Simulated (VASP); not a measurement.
# FeO (Wuestite) (R-3m) in VASP: further runs

Runs on FeO (Wuestite). Level: PBE+U. Tasks: single point, relaxation of cell and atoms, phonons, relaxation of shape and atoms at fixed volume.

All numbers are computed with VASP 6.6.1; they aren't measurements. Logs are shortened: lines on timing, memory, paths and dates and some standing lists are left out, and cuts for length are marked.

## (1) The cell of the first run

It takes space group R-3m (No. 166, trigonal). The conventional cell has a = 3.169 Å, b = 3.169 Å, c = 7.449 Å, α = 90.00°, β = 90.00°, γ = 120.00°. Within 2.9 Å of Fe (site symmetry -3m) lie 6 O at 2.21 Å. Within 2.9 Å of O (site symmetry -3m) lie 6 Fe at 2.21 Å.

## (2) Single point, PBE+U, collinear spin, ferromagnetic start

Input file INCAR:

```
SYSTEM = FeO
ALGO = Normal
EDIFF = 1E-6
ENCUT = 520
GGA = PE
ISIF = 2
ISMEAR = 0
ISPIN = 2
LASPH = .TRUE.
LCHARG = .FALSE.
LDAU = .TRUE.
LDAUJ = 0 0
LDAUL = 2 -1
LDAUPRINT = 1
LDAUTYPE = 2
LDAUU = 5.3 0
LMAXMIX = 4
LORBIT = 11
LREAL = .FALSE.
LWAVE = .FALSE.
MAGMOM = 3.91 0.24
NBANDS = 18
NELM = 150
PREC = Accurate
SIGMA = 0.1
```

Input file KPOINTS:

```
k-points
0
G
  18 18 18
  0 0 0
```

Input file POSCAR:

```
FeO
1.0
    1.5844222963      0.9147666393      2.4830575933
   -1.5844222963      0.9147666393      2.4830575933
    0.0000000000     -1.8295332785      2.4830575934
Fe O
1 1
Direct
    0.0000000000      0.0000000000      0.0000000000
    0.5000000000      0.5000000000      0.5000000000
```

Potentials or basis: VASP PAW PBE potentials, release 64 (Fe, O).

Started as:

```console
$ cat potpaw_PBE.64/Fe/POTCAR potpaw_PBE.64/O/POTCAR > POTCAR
$ mpirun -np 1 vasp_std > vasp.out
```

OUTCAR:

```text
SYSTEM = FeO
   EDIFF = 1E-6
   ENCUT = 520
   GGA = PE
   ISIF = 2
   ISMEAR = 0
   ISPIN = 2
   LASPH = .TRUE.
   LORBIT = 11
   LREAL = .FALSE.
   NELM = 150
   PREC = Accurate

 ion  position               nearest neighbor table
   1  0.000  0.000  0.000-   2 2.21   2 2.21   2 2.21   2 2.21   2 2.21   2 2.21
   2  0.500  0.500  0.500-   1 2.21   1 2.21   1 2.21   1 2.21   1 2.21   1 2.21

  LATTYP: Found a trigonal (rhomboedric) cell.
 ALAT       =     3.0842773917
 COS(alpha) =     0.4722052994

  Lattice vectors:

 A1 = (   1.5844222963,   0.9147666393,   2.4830575933)
 A2 = (  -1.5844222963,   0.9147666393,   2.4830575933)
 A3 = (   0.0000000000,  -1.8295332785,   2.4830575934)

Analysis of symmetry for initial positions (statically):
=====================================================================
 Subroutine PRICEL returns:
 Original cell was already a primitive cell.

 Routine SETGRP: Setting up the symmetry group for a
 trigonal (rhombohedral) supercell.

 Subroutine GETGRP returns: Found 12 space group operations
 (whereof 12 operations were pure point group operations)
 out of a pool of 12 trial point group operations.

The static configuration has the point symmetry D_3d.

Analysis of symmetry for dynamics (positions and initial velocities):
=====================================================================
 Subroutine PRICEL returns:
 Original cell was already a primitive cell.

 Routine SETGRP: Setting up the symmetry group for a
 trigonal (rhombohedral) supercell.

 Subroutine GETGRP returns: Found 12 space group operations
 (whereof 12 operations were pure point group operations)
 out of a pool of 12 trial point group operations.

The dynamic configuration has the point symmetry D_3d.

Analysis of structural, dynamic, and magnetic symmetry:
=====================================================================
 Subroutine PRICEL returns:
 Original cell was already a primitive cell.

 Routine SETGRP: Setting up the symmetry group for a
 trigonal (rhombohedral) supercell.

 Subroutine GETGRP returns: Found 12 space group operations
 (whereof 12 operations were pure point group operations)
 out of a pool of 12 trial point group operations.

The overall configuration has the point symmetry D_3d.

 Subroutine INISYM returns: Found 12 space group operations
 (whereof 12 operations are pure point group operations),
 and found     1 'primitive' translations

----------------------------------------------------------------------------------------

                                     Primitive cell

  volume of cell :      21.5933

  direct lattice vectors                    reciprocal lattice vectors
     1.584422296  0.914766639  2.483057593     0.315572434  0.182195830  0.134243094
    -1.584422296  0.914766639  2.483057593    -0.315572434  0.182195830  0.134243094
     0.000000000 -1.829533279  2.483057593     0.000000000 -0.364391659  0.134243094

  length of vectors
     3.084277392  3.084277392  3.084277392     0.388332962  0.388332962  0.388332962

  position of ions in fractional coordinates (direct lattice)
     0.000000000  0.000000000  0.000000000
     0.500000000  0.500000000  0.500000000

  ion indices of the primitive-cell ions
   primitive index   ion index
                 1           1
                 2           2

----------------------------------------------------------------------------------------

 KPOINTS: k-points

Automatic generation of k-mesh.
 Grid dimensions read from file:
 generate k-points for:   18   18   18

 Generating k-lattice:

  Cartesian coordinates                     Fractional coordinates (reciprocal lattice)
     0.017531802  0.010121991  0.007457950     0.055555556  0.000000000  0.000000000
    -0.017531802  0.010121991  0.007457950     0.000000000  0.055555556  0.000000000
     0.000000000 -0.020243981  0.007457950    -0.000000000 -0.000000000  0.055555556

  Length of vectors
     0.021574053  0.021574053  0.021574053

  Shift w.r.t. Gamma in fractional coordinates (k-lattice)
     0.000000000  0.000000000  0.000000000

 Subroutine IBZKPT returns following result:
 ===========================================

 Found    580 irreducible k-points:

 Following reciprocal coordinates:
            Coordinates               Weight
  0.000000  0.000000  0.000000      1.000000
  0.055556  0.000000  0.000000      6.000000
  0.111111  0.000000  0.000000      6.000000
  0.166667  0.000000  0.000000      6.000000
  0.222222  0.000000 -0.000000      6.000000
  0.277778  0.000000  0.000000      6.000000
[... 16 lines left out ...]
 -0.277778  0.055556  0.000000     12.000000
 -0.222222  0.055556  0.000000     12.000000
 [... further k-points ...]
   k-points           NKPTS =    580   k-points in BZ     NKDIM =    580   number of bands    NBANDS=     18
   number of dos      NEDOS =    301   number of ions     NIONS =      2
   total plane-waves  NPLWV =  13824
   dimension x,y,z NGX =    24 NGY =   24 NGZ =   24
   dimension x,y,z NGXF=    48 NGYF=   48 NGZF=   48
   ions per type =               1   1
   NGX,Y,Z   is equivalent  to a cutoff of  12.94, 12.94, 12.94 a.u.
   NGXF,Y,Z  is equivalent  to a cutoff of  25.87, 25.87, 25.87 a.u.
 SYSTEM =  FeO
   PREC   = accura    normal or accurate (medium, high low for compatibility)
   ISTART =      0    job   : 0-new  1-cont  2-samecut
   ICHARG =      2    charge: 1-file 2-atom 10-const
   ISPIN  =      2    spin polarized calculation?
   LNONCOLLINEAR =      F non collinear calculations
   LSORBIT =      F    spin-orbit coupling
   LASPH  =      T    aspherical Exc in radial PAW
   ENCUT  =  520.0 eV  38.22 Ry    6.18 a.u.   5.73  5.73  5.73*2*pi/ulx,y,z
   NELM   =    150;   NELMIN=  2; NELMDL= -5     # of ELM steps
   EDIFF  = 0.1E-05   stopping-criterion for ELM
   LREAL  =      F    real-space projection
   EDIFFG = 0.1E-04   stopping-criterion for IOM
   NSW    =      0    number of steps for IOM
   IBRION =     -1    ionic relax: 0-MD 1-quasi-New 2-CG
   NFREE  =      0    steps in history (QN), initial steepest desc. (CG)
   ISIF   =      2    stress and relaxation
   ISYM   =      2    0-nonsym 1-usesym 2-fastsym
   POTIM  = 0.5000    time-step for ionic-motion
   TEBEG  =    0.0;   TEEND  =   0.0 temperature during run
   PSTRESS=    0.0 pullay stress
   NELECT =      14.0000    total number of electrons
   NUPDOWN=      -1.0000    fix difference up-down
   EMIN   =  10.00;   EMAX   =-10.00  energy-range for DOS
   EFERMI =   0.00;   METHOD = LEGACY
   ISMEAR =     0;   SIGMA  =   0.10  broadening in eV -4-tet -1-fermi 0-gaus
   EFERMI_NEDOS =   21; number of points for ismear=-14 and -15
   IALGO  =     38    algorithm
   IMIX   =      4    mixing-type and parameters
     AMIX     =   0.40;   BMIX     =  1.00
     AMIX_MAG =   1.60;   BMIX_MAG =  1.00
  volume/ion in A,a.u.               =      10.80        72.86
  Fermi-wavevector in a.u.,A,eV,Ry     =   1.416917  2.677585 27.315788  2.007654
  Thomas-Fermi vector in A             =   2.538202
   LORBIT       =     11    0 simple, 1 ext, 2 COOP (PROOUT), +10 PAW based schemes
 LDA+U is selected, type is set to LDAUTYPE =  2
   angular momentum for each species LDAUL =     2   -1
   U (eV)           for each species LDAUU =   5.3  0.0
   J (eV)           for each species LDAUJ =   0.0  0.0
   GGA     = PE    functional components
   LHFCALC =     F    Hartree Fock is set to
   AEXX    =    0.0000 exact exchange contribution
   IVDW    =     0    specifies the selected vdW correction
   LEPSILON=     F    determine dielectric tensor
   LRPA    =     F    only Hartree local field effects (RPA)
 spin polarized calculation
 Gauss-broadening in eV      SIGMA  =   0.10
  energy-cutoff  :      520.00
  volume of cell :       21.59
 maximum number of plane-waves:       592
   NGX = 11   NGY = 11   NGZ = 11

atom =   1  type =  1  l = 2

 onsite density matrix

spin component  1

  0.9859  0.0000 -0.0000 -0.0201 -0.0000
  0.0000  0.9980 -0.0000 -0.0000 -0.0201
 -0.0000 -0.0000  0.9714  0.0000 -0.0000
 -0.0201 -0.0000  0.0000  0.9980 -0.0000
 -0.0000 -0.0201 -0.0000 -0.0000  0.9859

spin component  2

  0.2454 -0.0000  0.0000  0.1884 -0.0000
 -0.0000  0.3007 -0.0000 -0.0000  0.1884
  0.0000 -0.0000  0.0394  0.0000 -0.0000
  0.1884 -0.0000  0.0000  0.3007 -0.0000
 -0.0000  0.1884 -0.0000 -0.0000  0.2454

 occupancies and eigenvectors

  o =  0.0394  v =  0.0000  0.0000  0.0000  0.0000  0.0000  0.0000 -0.0000 -1.0000 -0.0000 -0.0000      0.0000  0.0000  0.0000  0.0000  0.0000  0.0000  0.0000  0.0000  0.0000  0.0000
  o =  0.0826  v =  0.0000  0.0000  0.0000  0.0000  0.0000 -0.0000 -0.6538  0.0000  0.0000  0.7567      0.0000  0.0000  0.0000  0.0000  0.0000  0.0000  0.0000  0.0000  0.0000  0.0000
  o =  0.0826  v =  0.0000  0.0000  0.0000  0.0000  0.0000  0.7567 -0.0000  0.0000 -0.6538  0.0000      0.0000  0.0000  0.0000  0.0000  0.0000  0.0000  0.0000  0.0000  0.0000  0.0000
  o =  0.4634  v =  0.0000  0.0000  0.0000  0.0000  0.0000 -0.6538 -0.0000  0.0000 -0.7567 -0.0000      0.0000  0.0000  0.0000  0.0000  0.0000  0.0000  0.0000  0.0000  0.0000  0.0000
  o =  0.4634  v =  0.0000  0.0000  0.0000  0.0000  0.0000  0.0000 -0.7567  0.0000  0.0000 -0.6538      0.0000  0.0000  0.0000  0.0000  0.0000  0.0000  0.0000  0.0000  0.0000  0.0000
  o =  0.9709  v = -0.8024 -0.0000 -0.0000 -0.5967 -0.0000  0.0000  0.0000  0.0000  0.0000  0.0000      0.0000  0.0000  0.0000  0.0000  0.0000  0.0000  0.0000  0.0000  0.0000  0.0000
  o =  0.9709  v =  0.0000 -0.5967 -0.0000  0.0000 -0.8024  0.0000  0.0000  0.0000  0.0000  0.0000      0.0000  0.0000  0.0000  0.0000  0.0000  0.0000  0.0000  0.0000  0.0000  0.0000
  o =  0.9714  v = -0.0000 -0.0000  1.0000 -0.0000 -0.0000  0.0000  0.0000  0.0000  0.0000  0.0000      0.0000  0.0000  0.0000  0.0000  0.0000  0.0000  0.0000  0.0000  0.0000  0.0000
  o =  1.0130  v =  0.0000 -0.8024  0.0000 -0.0000  0.5967  0.0000  0.0000  0.0000  0.0000  0.0000      0.0000  0.0000  0.0000  0.0000  0.0000  0.0000  0.0000  0.0000  0.0000  0.0000
  o =  1.0130  v = -0.5967 -0.0000  0.0000  0.8024  0.0000  0.0000  0.0000  0.0000  0.0000  0.0000      0.0000  0.0000  0.0000  0.0000  0.0000  0.0000  0.0000  0.0000  0.0000  0.0000

 number of electron      13.9999994 magnetization       4.0028289

 Free energy of the ion-electron system (eV)
  ---------------------------------------------------
  ext. energy  EPLUGINS =         0.00000000
  ---------------------------------------------------
  free energy    TOTEN  =       -12.51733232 eV

  energy without entropy =      -12.51027784  energy(sigma->0) =      -12.51380508

 E-fermi :   5.4906     XC(G=0): -11.7096

 val. band max:        5.4891339184   @ k =  -0.1667   0.5000   0.1111
 cond. band min:       5.4917195725   @ k =  -0.4444   0.2222   0.1111
 fundamental gap:      0.0025856541
 Fermi energy:         5.4905911656

 spin component 1

 k-point     1 :       0.0000    0.0000    0.0000
  band No.  band energies     occupation
      1     -14.4319      1.00000
      2      -1.2738      1.00000
      3      -1.1290      1.00000
      4      -1.1290      1.00000
      5      -0.8222      1.00000
      6      -0.8222      1.00000
[... 10 lines left out ...]
     17      25.1117      0.00000
     18      25.4958      0.00000
[... 466 lines left out ...]
      2      -1.9921      1.00000
      3      -1.9388      1.00000
      4      -1.5798      1.00000
      5      -0.9812      1.00000
      6      -0.5917      1.00000
[... 10 lines left out ...]
     17      28.5977      0.00000
     18      29.7860      0.00000

 [... further k-points ...]

 spin component 2

 k-point     1 :       0.0000    0.0000    0.0000
  band No.  band energies     occupation
      1     -14.1181      1.00000
      2       2.4221      1.00000
      3       2.4221      1.00000
      4       2.6641      1.00000
      5       4.5797      1.00000
      6       4.5797      1.00000
[... 10 lines left out ...]
     17      26.9361      0.00000
     18      30.6412      0.00000
[... 466 lines left out ...]
      2      -0.1302      1.00000
      3       1.5661      1.00000
      4       1.9654      1.00000
      5       5.0789      1.00000
      6       5.2834      0.99831
[... 10 lines left out ...]
     17      30.7770      0.00000
     18      32.5356      0.00000

 [... further k-points ...]

------------------------ aborting loop because EDIFF is reached ----------------------------------------

  FORCE on cell =-STRESS in cart. coord.  units (eV):
  Direction    XX          YY          ZZ          XY          YZ          ZX
  --------------------------------------------------------------------------------------
  -------------------------------------------------------------------------------------
  Total       -1.3975240     -1.3975240     -0.9964344     -0.0000000      0.0000000      0.0000000
  in kB     -103.6932628   -103.6932628    -73.9332807     -0.0000000      0.0000000      0.0000000
  external PRESSURE =     -93.7732687 kB  Pullay stress =       0.0000000 kB

 VOLUME and BASIS-vectors are now :
 -----------------------------------------------------------------------------
  energy-cutoff  :      520.00
  volume of cell :       21.59
      direct lattice vectors                 reciprocal lattice vectors
     1.584422296  0.914766639  2.483057593     0.315572434  0.182195830  0.134243094
    -1.584422296  0.914766639  2.483057593    -0.315572434  0.182195830  0.134243094
     0.000000000 -1.829533279  2.483057593     0.000000000 -0.364391659  0.134243094

 POSITION                                       TOTAL-FORCE (eV/Angst)
 -----------------------------------------------------------------------------------
      0.00000      0.00000      0.00000         0.000000      0.000000      0.000000
      0.00000      0.00000      3.72459        -0.000000     -0.000000     -0.000000
 -----------------------------------------------------------------------------------
    total drift:                               -0.000000      0.000000     -0.000000

  FREE ENERGIE OF THE ION-ELECTRON SYSTEM (eV)
  ---------------------------------------------------
  free  energy   TOTEN  =       -12.5173323181 eV

  energy  without entropy=      -12.5102778399  energy(sigma->0) =      -12.51380508

 total charge

# of ion       s       p       d       tot
------------------------------------------
    1        0.275   0.320   6.050   6.646
    2        1.553   3.427   0.000   4.980
--------------------------------------------------
tot          1.829   3.747   6.050  11.626

 magnetization (x)

# of ion       s       p       d       tot
------------------------------------------
    1        0.027   0.020   3.802   3.848
    2        0.017   0.144   0.000   0.161
--------------------------------------------------
tot          0.044   0.163   3.802   4.009
```

Run time: 3.9 min. Hardware: 1 thread of Intel Xeon Platinum 8488C (Sapphire Rapids), shared host; peak memory 0.43 GiB.

Results:

| Item | Value |
| --- | --- |
| Free energy | -12.5173 eV |
| Pressure | -9.4 GPa |
| Band gap on the k mesh | zero (filled and empty bands overlap) |
| Net moment | 4.00 μB per cell |
| Site moments | Fe +3.85; O +0.16 μB |
| Valence electrons inside the program's atomic spheres | Fe 6.65; O 4.98 |

Eigenvalues of the final occupation matrices:
| site | spin | trace | eigenvalues |
| --- | --- | --- | --- |
| site 1 d | 1 | 4.94 | 0.97 0.97 0.97 1.01 1.01 |
| site 1 d | 2 | 1.13 | 0.04 0.08 0.08 0.46 0.46 |

Caveat: a cell with one magnetic atom can't hold antiferromagnetic order, which such compounds often take. The state reached can hang on the start; a lower one may exist.

(Continued in part 2 of 3.)
